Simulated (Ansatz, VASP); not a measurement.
## Pt in VASP and in Ansatz

```
Pt
1.0
     0.00000    1.95904    1.95904
     1.95904    0.00000    1.95904
     1.95904    1.95904    0.00000
Pt
1
Direct
  0.00000 0.00000 0.00000
```

Alike in both runs: task single point; functional PBEsol; k mesh 18 × 18 × 18; occupations gaussian, width 0.1 eV; no spin polarisation.

|  | VASP | Ansatz |
| --- | --- | --- |
| version | VASP 6.6.1 | Ansatz 0.2.0 |
| potentials or method | VASP PAW PBE potentials, release 64 (Pt), cutoff 520 eV | scalar-relativistic, plane waves, PAW |
| valence electrons in the cell | 10 | 18 |

Ansatz gave:

```
gap on the k mesh at the Fermi level (eV) : none
pressure (GPa)                            : 0.0
```

**Question.** Estimate VASP's values.

**Answer.** gap on the k mesh at the Fermi level (eV): none; pressure (GPa): -0.4.

VASP's potentials were made for PBE, not for PBEsol. A gap of «none» marks a metal or a gap that the smearing closes. With one functional, cell and mesh, what is left measures potentials, basis and numerics. VASP's potentials hold 10 valence electrons a cell and Ansatz's 18, so a difference there can come from the potentials and not from the codes.

Neither program's run includes spin-orbit coupling.
